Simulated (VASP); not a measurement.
## W: single point with PBE

The system is W.

```
W
1.0
    -1.67717    1.67717    1.55737
     1.67717   -1.67717    1.55737
     1.67717    1.67717   -1.55737
W
1
Direct
  0.00000 0.00000 0.00000
```

This cell differs from its parent crystal: strain +0.050 along x and y, -0.025 along z.

| Item | Value |
| --- | --- |
| Program | VASP 6.6.1 |
| Task | single point |
| Functional | PBE |
| Potentials or basis | VASP PAW PBE potentials, release 64 (W_sv) |
| Cutoff | 520 eV |
| k mesh | 20 × 20 × 20 |
| Occupations | gaussian, width 0.15 eV |
| Spin | no spin polarisation |

```yaml
Pressure: -20.0 GPa
Band_gap_on_the_k_mesh: zero (bands 7 and 8 overlap by 5.39 eV)
```

Stress tensor (GPa, compression positive):
```
-26.49   0.00   0.00
  0.00 -26.49   0.00
  0.00   0.00  -7.00
```

Levels at points of the mesh, in eV from the Fermi level:
```
           k point  band 3  band 4  band 5  band 6  band 7  band 8  band 9  band 10  band 11  band 12
(0.00, 0.00, 0.00)  -38.03  -37.98   -9.07   -1.63   -0.72   -0.72    1.37     2.55    13.87    13.87
(0.50, 0.00, 0.00)  -38.35  -38.04   -5.63   -3.39    0.59    1.91    3.29     5.29     9.71    11.09
(0.50, 0.50, 0.00)  -38.25  -38.00   -5.70   -2.46    0.05    1.09    2.35     5.17     9.20    11.57
(0.50, 0.50, 0.50)  -38.72  -38.54   -5.16   -5.00    4.40    4.40    4.66     6.84     6.84     8.85
```

Wall time 2.7 min on 1 thread of Intel Xeon 8259CL, on a shared host, peak memory 0.26 GiB.

Caveat: the cell differs from its parent crystal (strain +0.050 along x and y, -0.025 along z); the cell stands under tension; spin-orbit coupling is left out, which moves the levels of the heavy elements.
